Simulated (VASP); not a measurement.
The system is Mn3Si.

```
CELL_PARAMETERS angstrom
0.00000 2.86100 2.86100
2.86100 0.00000 2.86100
2.86100 2.86100 0.00000
ATOMIC_POSITIONS crystal
Mn 0.50000 0.50000 0.50000
Mn 0.25000 0.25000 0.25000
Mn 0.75000 0.75000 0.75000
Si 0.00000 0.00000 0.00000
```

Base run:

| Property | Result |
| --- | --- |
| Program | VASP 6.6.1 |
| Functional | LDA |
| Potentials or basis | VASP PAW LDA potentials, release 64 (Mn_pv, Si) |
| Cutoff | 520 eV |
| k mesh | 10 × 10 × 10 |
| Occupations | fermi-dirac, width 0.05 eV |
| Spin | collinear spin, ferrimagnetic start |
| Starting moments | [1.934, -0.547, -0.547, 0.0] μB |
| Fixed moment | 0.84 μB |

Its results: pressure -24.6 GPa; site moments Mn +2.15, -0.68 (each value once); Si +0.04 μB.

**Question.** The run is repeated on the same cell with these changes: fixed moment from 0.84 μB to 0.42 μB; moments at the start from [1.93, -0.55, -0.55, 0.0] to [0.97, -0.27, -0.27, 0.0]. What comes out?

**Answer.** Pressure -26.3 GPa; site moments Mn +1.71, -0.67 (each value once); Si +0.03 μB.

Caveats: the cell stands under tension; the total moment is fixed, so each spin has its own Fermi level.
